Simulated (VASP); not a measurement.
KTaO3, 5 atoms in the cell. Symmetry: Pm-3m, No. 221, cubic system. Conventional cell: a = 3.988 Å, b = 3.988 Å, c = 3.988 Å, α = 90.00°, β = 90.00°, γ = 90.00°. K (site symmetry m-3m) has 12 O at 2.82 Å and 8 Ta at 3.45 Å within 3.7 Å. Within 2.6 Å of Ta (site symmetry m-3m) lie 6 O at 1.99 Å. O (site symmetry 4/mmm) has 2 Ta at 1.99 Å within 2.6 Å. 

```yaml
Program: VASP 6.6.1
Task: single point
Functional: r2SCAN
Potentials_or_basis: VASP PAW PBE potentials, release 64 (K_sv, Ta_pv, O)
Cutoff: 520 eV
k_mesh: 8 × 8 × 8, shifted
Occupations: tetrahedron
Spin: no spin polarisation
Dipole_correction: no
Further_INCAR_settings: ALGO = Normal; EDIFF = 1e-07; NBANDS = 27
```

Potentials or basis: VASP PAW PBE potentials, release 64 (K_sv, Ta_pv, O).

The run is started by

```console
$ cat potpaw_PBE.64/K_sv/POTCAR potpaw_PBE.64/Ta_pv/POTCAR potpaw_PBE.64/O/POTCAR > POTCAR
$ cp INCAR.step1 INCAR
$ mpirun -np 1 vasp_std > vasp.out
$ cp INCAR.step2 INCAR
$ mpirun -np 1 vasp_std > vasp.out
```

Hardware: 1 thread of Intel Xeon 8259CL, on a shared host.

Task: How long does it take, and how much memory?

Result: It took 4.1 min on 1 thread of Intel Xeon 8259CL (shared host), peak memory 0.19 GiB. Counts: k points 20.
